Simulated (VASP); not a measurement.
# HfO2 (R-3m) in VASP: notebook, part 2 of 2

VASP 6.6.1. The steps go on from the part before.

## 3. Single point, PBEsol

This run uses another cell than the first one, of 11.55 Å³/atom, 1.025 times its volume.

The input, INCAR:

```
ALGO = Normal
EDIFF = 1E-6
ENCUT = 520
GGA = PS
ISIF = 2
ISMEAR = 0
LASPH = T
LCHARG = F
LREAL = F
LWAVE = F
NBANDS = 18
NELM = 60
PREC = Accurate
SIGMA = 0.05
```

The input, KPOINTS:

```
k-points
0
Gamma
  8 8 8
```

The input, POSCAR:

```
HfO2
1.0
    0.2124410057      2.6981001983      2.6981001983
    2.6981001983      0.2124410057      2.6981001983
    2.6981001983      2.6981001983      0.2124410057
Hf O
1 2
Direct
    0.0000000000      0.0000000000      0.0000000000
    0.2500000000      0.2500000000      0.2500000000
    0.7500000000      0.7500000000      0.7500000000
```

Potentials or basis: VASP PAW PBE potentials, release 64 (Hf_pv, O).

Run with:

```
$ cat potpaw_PBE.64/Hf_pv/POTCAR potpaw_PBE.64/O/POTCAR > POTCAR
$ mpirun -np 1 vasp_std > vasp.out
```

OUTCAR:

```text
EDIFF = 1E-6
   ENCUT = 520
   GGA = PS
   ISIF = 2
   ISMEAR = 0
   LASPH = T
   LREAL = F
   NELM = 60
   PREC = Accurate

 ion  position               nearest neighbor table
   1  0.000  0.000  0.000-   3 2.19   3 2.19   3 2.19   2 2.19   2 2.19   2 2.19   3 2.43   2 2.43

   2  0.250  0.250  0.250-   1 2.19   1 2.19   1 2.19   1 2.43
   3  0.750  0.750  0.750-   1 2.19   1 2.19   1 2.19   1 2.43

  LATTYP: Found a trigonal (rhomboedric) cell.
 ALAT       =     3.8215992125
 COS(alpha) =     0.5769488427

[... 678 lines left out ...]
      5     -12.5518      2.00000
      6      -1.1905      2.00000
[... 10 lines left out ...]
     17      13.0288      0.00000
     18      15.9444      0.00000

 [... further k-points ...]
[... 5 lines left out ...]
  --------------------------------------------------------------------------------------
  -------------------------------------------------------------------------------------
  Total       -3.7147910     -3.7147910     -3.7147910     -0.5886509     -0.5886509     -0.5886509
  in kB     -171.7529204   -171.7529204   -171.7529204    -27.2162040    -27.2162040    -27.2162040
  external PRESSURE =    -171.7529204 kB  Pullay stress =       0.0000000 kB

 VOLUME and BASIS-vectors are now :
 -----------------------------------------------------------------------------
  energy-cutoff  :      520.00
  volume of cell :       34.65
      direct lattice vectors                 reciprocal lattice vectors
     0.212441006  2.698100198  2.698100198    -0.208773079  0.193534688  0.193534688
     2.698100198  0.212441006  2.698100198     0.193534688 -0.208773079  0.193534688
     2.698100198  2.698100198  0.212441006     0.193534688  0.193534688 -0.208773079

 POSITION                                       TOTAL-FORCE (eV/Angst)
 -----------------------------------------------------------------------------------
      0.00000      0.00000      0.00000         0.000000      0.000000      0.000000
      1.40216      1.40216      1.40216        -0.075600     -0.075600     -0.075600
      4.20648      4.20648      4.20648         0.075600      0.075600      0.075600
 -----------------------------------------------------------------------------------
    total drift:                                0.000000      0.000000      0.000000

  FREE ENERGIE OF THE ION-ELECTRON SYSTEM (eV)
  ---------------------------------------------------
  free  energy   TOTEN  =       -31.3460776367 eV

  energy  without entropy=      -31.3460776367  energy(sigma->0) =      -31.34607764
```

OSZICAR:

```text
N       E                     dE             d eps       ncg     rms          rms(c)
DAV:   1     0.895791977329E+02    0.89579E+02   -0.12496E+04  2340   0.120E+03
DAV:   2    -0.324391185227E+02   -0.12202E+03   -0.11799E+03  2980   0.284E+02
DAV:   3    -0.366657517390E+02   -0.42266E+01   -0.42120E+01  2758   0.466E+01
DAV:   4    -0.366911431461E+02   -0.25391E-01   -0.25384E-01  2852   0.403E+00
DAV:   5    -0.366913133593E+02   -0.17021E-03   -0.17021E-03  2716   0.306E-01    0.455E+01
DAV:   6    -0.315684589284E+02    0.51229E+01   -0.18920E+01  2388   0.302E+01    0.398E+01
DAV:   7    -0.314091414367E+02    0.15932E+00   -0.74220E-01  2592   0.695E+00    0.279E+01
DAV:   8    -0.313748986030E+02    0.34243E-01   -0.37412E-01  2518   0.530E+00    0.936E+00
DAV:   9    -0.313460153316E+02    0.28883E-01   -0.76884E-02  2430   0.236E+00    0.300E+00
DAV:  10    -0.313460734993E+02   -0.58168E-04   -0.30257E-03  3064   0.414E-01    0.170E-01
DAV:  11    -0.313460701929E+02    0.33065E-05   -0.17081E-04  2560   0.105E-01    0.152E-01
DAV:  12    -0.313460772915E+02   -0.70986E-05   -0.18611E-05  2680   0.300E-02    0.108E-02
DAV:  13    -0.313460776367E+02   -0.34518E-06   -0.54374E-07  2002   0.566E-03
   1 F= -.31346078E+02 E0= -.31346078E+02  d E =-.215436E-17
```

stdout:

```text
POSCAR found type information on POSCAR HfO
 POSCAR found :  2 types and       3 ions
 scaLAPACK will be used
 -----------------------------------------------------------------------------
|                                                                             |
|                                                                             |
|     You enforced a specific xc type in the INCAR file but a different       |
|     I HOPE YOU KNOW WHAT YOU ARE DOING!                                     |
|                                                                             |
 -----------------------------------------------------------------------------

 LDA part: xc-table for (Slater+PW92), standard interpolation
 POSCAR, INCAR and KPOINTS ok, starting setup
 FFT: planning ... GRIDC
 FFT: planning ... GRID_SOFT
 FFT: planning ... GRID
 WAVECAR not read
 entering main loop
```

Wall time 16 s (1 thread of Intel Xeon 6975P-C (Granite Rapids), shared host); peak memory 0.18 GiB.

What came out:

* Free energy: -31.3461 eV
* Pressure: -17.2 GPa
* Largest force: 0.131 eV/Å
* Band gap on the k mesh: 3.63 eV, direct

Forces on the atoms (eV/Å):
```
Hf   0.000  0.000  0.000
O   -0.076 -0.076 -0.076
O    0.076  0.076  0.076
```

Stress tensor (GPa, compression positive):
```
-17.18  -2.72  -2.72
 -2.72 -17.18  -2.72
 -2.72  -2.72 -17.18
```

Caveat: the PAW data sets were made with another functional, which shifts forces and pressure a little; spin-orbit coupling is left out, which moves the levels of the heavy elements. A k mesh can miss the band edges.

## 4. Single point, PBEsol

This run uses another cell than the first one, of 11.55 Å³/atom, 1.025 times its volume.

The input, INCAR:

```
SYSTEM = HfO2
ALGO     = Normal         ! electronic algorithm
EDIFF    = 1E-6           ! SCF threshold, eV
ENCUT    = 520            ! plane-wave cutoff, eV
GGA      = PS             ! functional
ISIF     = 2              ! what is computed and relaxed
ISMEAR   = 0              ! smearing method
LASPH    = .True.         ! aspherical terms in the spheres
LCHARG   = .True.         ! write CHGCAR
LELF     = .True.         ! ELF
LREAL    = .False.        ! projectors in reciprocal space
LVHAR    = .True.       
LWAVE    = .False.        ! write WAVECAR
NBANDS   = 18             ! bands
NELM     = 60             ! most SCF steps
PREC     = Accurate       ! precision mode
SIGMA    = 0.05           ! smearing width, eV
```

The input, KPOINTS:

```
k-points
0
Gamma
  8 8 8
  0 0 0
```

The input, POSCAR:

```
HfO2
1.0
   -0.2040081124      2.4897609772      2.4897609772
    2.4897609772     -0.2040081124      2.4897609772
    2.4897609772      2.4897609772     -0.2040081124
Hf O
1 2
Direct
    0.0000000000      0.0000000000      0.0000000000
    0.2500000000      0.2500000000      0.2500000000
    0.7500000000      0.7500000000      0.7500000000
```

Run with:

```
$ cat potpaw_PBE.64/Hf_pv/POTCAR potpaw_PBE.64/O/POTCAR > POTCAR
$ mpirun -np 1 vasp_std > vasp.out
```

Run time: 17 s. Hardware: 1 thread of Intel Xeon 6975P-C (Granite Rapids), shared host; peak memory 0.18 GiB.

The run converged. Its results:

| Item | Value |
| --- | --- |
| Free energy | -31.2634 eV |
| Pressure | -16.0 GPa |
| Largest force | 0.997 eV/Å |
| Band gap on the k mesh | 3.66 eV, direct |

Forces on the atoms (eV/Å):
```
Hf   0.000  0.000  0.000
O    0.575  0.575  0.575
O   -0.575 -0.575 -0.575
```

Stress tensor (GPa, compression positive):
```
-16.00   7.62   7.62
  7.62 -16.00   7.62
  7.62   7.62 -16.00
```

Levels at points of the mesh, in eV from the valence-band top:
```
           k point  band 9  band 10  band 11  band 12  band 13  band 14
(0.00, 0.00, 0.00)   -0.57    -0.52    -0.52     3.79     3.79     5.15
(0.50, 0.00, 0.00)   -2.67    -1.84    -1.44     4.03     4.77     6.13
(0.50, 0.50, 0.00)   -1.93    -1.02     0.00     3.66     5.37     5.79
(0.50, 0.50, 0.50)   -2.33    -1.90    -1.90     4.75     4.75     7.29
```

Caveat: the PAW data sets were made with another functional, which shifts forces and pressure a little; spin-orbit coupling is left out, which moves the levels of the heavy elements. Expect the measured gap to be larger: semilocal functionals such as PBEsol lack the derivative discontinuity.

## 5. Overview

```tsv
cell	gap on the mesh (eV)	pressure (GPa)	largest force (eV/Å)
a = 3.733 Å, angles 56.5°, 3 atoms	3.64	-14.0	0.25
a = 3.822 Å, angles 54.8°, 3 atoms	3.63	-17.2	0.13
a = 3.527 Å, angles 65.4°, 3 atoms	3.66	-16.0	1.00
```

Alike in all rows: task single point; level PBEsol; potentials or basis VASP PAW PBE potentials, release 64 (Hf_pv, O); no spin polarisation; k mesh 8 × 8 × 8; cutoff (eV) 520; smearing gaussian 0.05 eV.

Caveats: the PAW data sets were made with another functional, which shifts forces and pressure a little; spin-orbit coupling is left out, which moves the levels of the heavy elements.

Absolute energies hang on the potentials; compare differences alone.
